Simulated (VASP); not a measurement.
Here is a VASP 6.6.1 calculation.

File POSCAR:

```
KTaO3
1.0
    3.9901837646      0.0000000000      0.0000000000
    0.0000000000      3.9901837646      0.0000000000
    0.0000000000      0.0000000000      3.9901837646
K Ta O
1 1 3
Direct
    0.5000000000      0.5000000000      0.5000000000
    0.0000000000      0.0000000000      0.0000000000
    0.5000000000      0.0000000000      0.0000000000
    0.0000000000      0.5000000000      0.0000000000
    0.0000000000      0.0000000000      0.5000000000
```

Contents of INCAR.step1:

```
SYSTEM = KTaO3
PREC = Accurate
ENCUT = 520
ISMEAR = 0
SIGMA = 0.02
LREAL = .False.
LASPH = .True.
NELM = 100
NBANDS = 27
GGA = PE
ALGO = Normal
EDIFF = 1E-4
LWAVE = .True.
LCHARG = .False.
```

The input INCAR.step2:

```
SYSTEM = KTaO3
PREC = Accurate
ENCUT = 520
EDIFF = 1E-6
ISMEAR = 0
SIGMA = 0.02
LREAL = .False.
LASPH = .True.
NELM = 100
ALGO = Normal
ISIF = 2
LWAVE = .False.
LCHARG = .True.
METAGGA = R2SCAN
LMIXTAU = .True.
LELF = .True.
LVHAR = .True.
NBANDS = 27
ISTART = 1
```

File KPOINTS:

```
Automatic mesh
0
Gamma
  6 6 6
  0 0 0
```

Potentials or basis: VASP PAW PBE potentials, release 64 (K_sv, Ta_pv, O).

Command:

```sh
$ cat potpaw_PBE.64/K_sv/POTCAR potpaw_PBE.64/Ta_pv/POTCAR potpaw_PBE.64/O/POTCAR > POTCAR
$ cp INCAR.step1 INCAR
$ mpirun -np 1 vasp_std > vasp.out
$ cp INCAR.step2 INCAR
$ mpirun -np 1 vasp_std > vasp.out
```

**Question.** Predict the band gap on the k mesh.

**Answer.** 2.59 eV, indirect (least direct gap 3.25 eV).

**Question.** What does it give for the pressure?

**Answer.** 0.9 GPa.

Caveat: the PAW data sets were made with another functional, which shifts forces and pressure a little; spin-orbit coupling is left out, which moves the levels of the heavy elements. r2SCAN opens gaps a little over a GGA but as a rule still falls short of measured ones.
